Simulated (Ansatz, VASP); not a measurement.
## One calculation of BAs, two programs

```
B As
1.0
     0.00000    2.40620    2.40620
     2.40620    0.00000    2.40620
     2.40620    2.40620    0.00000
B As
1 1
Direct
  0.00000 0.00000 0.00000
  0.25000 0.25000 0.25000
```

Alike in both runs: task relaxation of cell and atoms; functional PBEsol; k mesh 14 × 14 × 14; occupations fermi-dirac, width 0.05 eV; no spin polarisation.

|  | VASP | Ansatz |
| --- | --- | --- |
| version | VASP 6.6.1 | Ansatz 0.2.0 |
| potentials or method | VASP PAW PBE potentials, release 64 (B, As) | PAW with Ansatz's default frozen-core files, scalar-relativistic |
| plane-wave cutoff (eV) | 600 | 420 |
| valence electrons in the cell | 8 | 18 |

VASP gave:

| Property | Result |
| --- | --- |
| relaxed volume (Å³/atom) | 13.63 |
| relaxed cell length with the largest relative difference (Å) | 3.378 |

Q: Which values does Ansatz return?

A: Relaxed volume (Å³/atom): 13.55; relaxed cell length with the largest relative difference (Å): 3.371.

VASP's potentials were made for PBE, not for PBEsol. VASP's potentials hold 8 valence electrons a cell and Ansatz's 18, so a difference there can come from the potentials and not from the codes.
